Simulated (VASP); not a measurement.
# Mg (Im-3m) in VASP: further runs

Runs on Mg. Level: PBE. Tasks: relaxation of cell and atoms.

Everything below comes from runs of VASP 6.6.1. Logs are shortened: lines on timing, memory, paths and dates and some standing lists are left out, and cuts for length are marked.

### 1 The cell of the first run

The structure is cubic, space group Im-3m (No. 229). The conventional cell has a = 3.190 Å, b = 3.190 Å, c = 3.190 Å, α = 90.00°, β = 90.00°, γ = 90.00°. Mg (site symmetry m-3m) has 14 Mg at 2.76 to 3.19 Å within 3.6 Å.

This isn't the form of Mg at room conditions, which is hcp.

### 2 Relaxation of cell and atoms, PBE, target pressure 24 GPa, at which the enthalpy is minimised

Contents of INCAR:

```
PREC = Accurate
ENCUT = 600
EDIFF = 1E-7
ISMEAR = -1
SIGMA = 0.1
LREAL = F
LASPH = T
NELM = 120
ALGO = Normal
ISIF = 3
LWAVE = F
LCHARG = F
GGA = PE
IBRION = 2
NSW = 32
EDIFFG = -0.005
PSTRESS = 240.0
GGA_COMPAT = F
NELMIN = 4
```

Contents of KPOINTS:

```
regular mesh
0
Gamma
  17 17 17
```

Contents of POSCAR:

```
Mg
1.0
   -1.5951462005      1.5951462005      1.5951462005
    1.5951462005     -1.5951462005      1.5951462005
    1.5951462005      1.5951462005     -1.5951462005
Mg
1
Direct
    0.0000000000      0.0000000000      0.0000000000
```

Potentials or basis: VASP PAW PBE potentials, release 64 (Mg).

The run is started by

```console
$ cat potpaw_PBE.64/Mg/POTCAR > POTCAR
$ mpirun -np 1 vasp_std > vasp.out
```

OUTCAR:

```text
PREC = Accurate
   ENCUT = 600
   EDIFF = 1E-7
   ISMEAR = -1
   LREAL = F
   LASPH = T
   NELM = 120
   ISIF = 3
   GGA = PE
   IBRION = 2
   NSW = 32
   EDIFFG = -0.005
   PSTRESS = 240.0
   NELMIN = 4

 ion  position               nearest neighbor table
   1  0.000  0.000  0.000-

  LATTYP: Found a body centered cubic cell.
 ALAT       =     3.1902924010

  Lattice vectors:

 A1 = (  -1.5951462005,   1.5951462005,   1.5951462005)
 A2 = (   1.5951462005,  -1.5951462005,   1.5951462005)
 A3 = (   1.5951462005,   1.5951462005,  -1.5951462005)

Analysis of symmetry for initial positions (statically):
=====================================================================
 Subroutine PRICEL returns:
 Original cell was already a primitive cell.

 Routine SETGRP: Setting up the symmetry group for a
 body centered cubic supercell.

 Subroutine GETGRP returns: Found 48 space group operations
 (whereof 48 operations were pure point group operations)
 out of a pool of 48 trial point group operations.

The static configuration has the point symmetry O_h .

Analysis of symmetry for dynamics (positions and initial velocities):
=====================================================================
 Subroutine PRICEL returns:
 Original cell was already a primitive cell.

 Routine SETGRP: Setting up the symmetry group for a
 body centered cubic supercell.

 Subroutine GETGRP returns: Found 48 space group operations
 (whereof 48 operations were pure point group operations)
 out of a pool of 48 trial point group operations.

The dynamic configuration has the point symmetry O_h .

 Subroutine INISYM returns: Found 48 space group operations
 (whereof 48 operations are pure point group operations),
 and found     1 'primitive' translations

----------------------------------------------------------------------------------------

                                     Primitive cell

  volume of cell :      16.2353

  direct lattice vectors                    reciprocal lattice vectors
[... 138 lines left out ...]
  FORCE on cell =-STRESS in cart. coord.  units (eV):
  Direction    XX          YY          ZZ          XY          YZ          ZX
  --------------------------------------------------------------------------------------
  -------------------------------------------------------------------------------------
  Total        2.4384350      2.4384350      2.4384350     -0.0000000     -0.0000000     -0.0000000
  in kB      240.6358265    240.6358265    240.6358265     -0.0000000     -0.0000000     -0.0000000
  external PRESSURE =       0.6358265 kB  Pullay stress =     240.0000000 kB

 VOLUME and BASIS-vectors are now :
 -----------------------------------------------------------------------------
  energy-cutoff  :      600.00
  volume of cell :       16.24
      direct lattice vectors                 reciprocal lattice vectors
    -1.595146201  1.595146201  1.595146201     0.000000000  0.313450892  0.313450892
     1.595146201 -1.595146201  1.595146201     0.313450892  0.000000000  0.313450892
     1.595146201  1.595146201 -1.595146201     0.313450892  0.313450892  0.000000000

 POSITION                                       TOTAL-FORCE (eV/Angst)
 -----------------------------------------------------------------------------------
      0.00000      0.00000      0.00000        -0.000000      0.000000     -0.000000
 -----------------------------------------------------------------------------------
    total drift:                                0.000000      0.000000      0.000000

  FREE ENERGIE OF THE ION-ELECTRON SYSTEM (eV)
  ---------------------------------------------------
  free  energy   TOTEN  =        -1.1105491635 eV

  energy  without entropy=       -1.1000060100  energy(sigma->0) =       -1.10527759

  enthalpy is  TOTEN    =         1.3214427801 eV   P V=        2.4319919436

--------------------------------------- Ionic step        2  -------------------------------------------

 number of electron       2.0000000 magnetization

 Free energy of the ion-electron system (eV)
  ---------------------------------------------------
  ext. energy  EPLUGINS =         0.00000000
  ---------------------------------------------------
  free energy    TOTEN  =        -1.11281814 eV

  energy without entropy =       -1.10226852  energy(sigma->0) =       -1.10754333

 E-fermi :   4.7721     XC(G=0):  -9.6347

 val. band max:        4.6836192158   @ k =  -0.4706   0.4706   0.1176
 cond. band min:       4.7773076215   @ k =  -0.4118  -0.4706   0.2353
 fundamental gap:      0.0936884057
 Fermi energy:         4.7720708598

 k-point     1 :       0.0000    0.0000    0.0000
  band No.  band energies     occupation
      1      -3.8287      2.00000
      2      20.2961      0.00000
      3      20.2961      0.00000
      4      20.2961      0.00000
      5      22.7040      0.00000
[... 177 lines left out ...]
 k-point    24 :       0.1765    0.1765    0.0000
  band No.  band energies     occupation
      1      -1.1070      2.00000
      2      10.9344      0.00000
      3      12.4220      0.00000
      4      17.0856      0.00000
      5      20.4096      0.00000

 [... further k-points ...]
[... 5 lines left out ...]
  --------------------------------------------------------------------------------------
  -------------------------------------------------------------------------------------
  Total        2.4296164      2.4296164      2.4296164      0.0000000      0.0000000     -0.0000000
  in kB      239.5421365    239.5421365    239.5421365      0.0000000      0.0000000     -0.0000000
  external PRESSURE =      -0.4578635 kB  Pullay stress =     240.0000000 kB

 VOLUME and BASIS-vectors are now :
 -----------------------------------------------------------------------------
  energy-cutoff  :      600.00
  volume of cell :       16.25
      direct lattice vectors                 reciprocal lattice vectors
    -1.595642017  1.595642017  1.595642017     0.000000000  0.313353493  0.313353493
     1.595642017 -1.595642017  1.595642017     0.313353493  0.000000000  0.313353493
     1.595642017  1.595642017 -1.595642017     0.313353493  0.313353493  0.000000000

 POSITION                                       TOTAL-FORCE (eV/Angst)
 -----------------------------------------------------------------------------------
      0.00000      0.00000      3.19128        -0.000000     -0.000000      0.000000
 -----------------------------------------------------------------------------------
    total drift:                                0.000000      0.000000     -0.000000

  FREE ENERGIE OF THE ION-ELECTRON SYSTEM (eV)
  ---------------------------------------------------
  free  energy   TOTEN  =        -1.1128181396 eV

  energy  without entropy=       -1.1022685213  energy(sigma->0) =       -1.10754333

  enthalpy is  TOTEN    =         1.3214423056 eV   P V=        2.4342604451

 reached required accuracy - stopping structural energy minimisation
```

OSZICAR:

```text
N       E                     dE             d eps       ncg     rms          rms(c)
DAV:   1     0.102020023652E+00    0.10202E+00   -0.99595E+02  1850   0.330E+02
DAV:   2    -0.112021797353E+01   -0.12222E+01   -0.11744E+01  2180   0.202E+01
DAV:   3    -0.112639783022E+01   -0.61799E-02   -0.61768E-02  2195   0.168E+00
DAV:   4    -0.112641414342E+01   -0.16313E-04   -0.16314E-04  2310   0.575E-02
DAV:   5    -0.112641424497E+01   -0.10154E-06   -0.10157E-06  2185   0.291E-03    0.689E-01
DAV:   6    -0.111736443593E+01    0.90498E-02   -0.74070E-05  1975   0.112E-01    0.439E-01
DAV:   7    -0.111058610000E+01    0.67783E-02   -0.21140E-04  1805   0.168E-01    0.205E-02
DAV:   8    -0.111055117671E+01    0.34923E-04   -0.97244E-06  2310   0.231E-02    0.508E-03
DAV:   9    -0.111054902884E+01    0.21479E-05   -0.12807E-06  1955   0.775E-03    0.591E-04
DAV:  10    -0.111054915317E+01   -0.12433E-06   -0.17150E-08  1525   0.101E-03    0.492E-05
DAV:  11    -0.111054916353E+01   -0.10359E-07   -0.18022E-10  1060   0.112E-04
   1 F= 0.13214428E+01 E0= 0.13267144E+01  d E =0.132144E+01
       N       E                     dE             d eps       ncg     rms          rms(c)
DAV:   1    -0.111281855775E+01   -0.22694E-02   -0.13368E-05  1800   0.233E-02    0.115E-03
DAV:   2    -0.111281838106E+01    0.17670E-06   -0.50942E-08  1925   0.207E-03    0.723E-04
DAV:   3    -0.111281812601E+01    0.25505E-06   -0.28586E-09   985   0.475E-04    0.343E-05
DAV:   4    -0.111281813959E+01   -0.13584E-07   -0.17951E-10   920   0.997E-05
   2 F= 0.13214423E+01 E0= 0.13267171E+01  d E =-.474555E-06
```

CONTCAR:

```text
Mg
   1.00000000000000
    -1.5956420172509611    1.5956420172509611    1.5956420172509613
     1.5956420172509611   -1.5956420172509611    1.5956420172509613
     1.5956420172509611    1.5956420172509611   -1.5956420172509613
  Mg
     1
Direct
     1.0000000000000000    1.0000000000000000    0.0000000000000000

  0.00000000E+00  0.00000000E+00  0.00000000E+00
```

Wall time 6.2 s (1 thread of Intel Xeon 6975P-C (Granite Rapids), shared host); peak memory 0.15 GiB.

Results:

| Quantity | Value |
| --- | --- |
| Free energy | -1.1128 eV |
| Relaxed volume | 16.25 Å³/atom |
| Relaxed cell | a = 2.764 Å, b = 2.764 Å, c = 2.764 Å, α = 109.47°, β = 109.47°, γ = 109.47° |
| Space group after relaxing (to 0.1 Å) | Im-3m (No. 229) |
| Energy change on relaxing (the run minimises the enthalpy) | -2.3 meV/atom |
| Ionic steps | 2 |
| Pressure after relaxing | 24.0 GPa |
| Band gap on the k mesh | zero (bands 1 and 2 overlap by 3.99 eV) |

Step by step:
```
step  energy change (eV)  largest force (eV/Å)  pressure (GPa)  volume (Å³)
   1              0.0000                0.0000           24.06        16.24
   2             -0.0023                0.0000           23.95        16.25
```

Final structure:
```cif
data_structure
_symmetry_space_group_name_H-M 'P 1'
_symmetry_Int_Tables_number 1
_cell_length_a 2.7637
_cell_length_b 2.7637
_cell_length_c 2.7637
_cell_angle_alpha 109.471
_cell_angle_beta 109.471
_cell_angle_gamma 109.471
_cell_volume 16.25
loop_
_atom_site_label
_atom_site_type_symbol
_atom_site_fract_x
_atom_site_fract_y
_atom_site_fract_z
_atom_site_occupancy
Mg1 Mg 0.00000 0.00000 0.00000 1
```

Caveat: the cell is relaxed towards a set pressure, so the run minimises the enthalpy, not the energy.

(Part 1 of 2 ends here.)
